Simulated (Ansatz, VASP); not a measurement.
**Si in VASP and in Ansatz**

```xyz
1
Lattice="-1.2890 1.2890 1.2890 1.2890 -1.2890 1.2890 1.2890 1.2890 -1.2890" Properties=species:S:1:pos:R:3 pbc="T T T"
Si    0.0000    0.0000    0.0000
```

Change from the starting cell: volume scaled by 0.6, LAPW.

Alike in both runs: task single point; functional PBEsol; k mesh 19 × 19 × 19; occupations fermi-dirac, width 0.1 eV; no spin polarisation.

```csv
,VASP,Ansatz
version,VASP 6.6.1,Ansatz 0.2.0
potentials or method,"VASP PAW PBE potentials, release 64 (Si), cutoff 520 eV","all-electron LAPW, scalar-relativistic"
```

```csv
,VASP,Ansatz,Ansatz less VASP
pressure (GPa),149.1,148.4,-0.73
```

VASP's potentials were made for PBE, not for PBEsol. Both programs put the cell under a high pressure, so it lies far from rest at this level. Ansatz ran all-electron here, and VASP with PAW potentials.

Noted on VASP's run: the cell as given lies far from equilibrium.
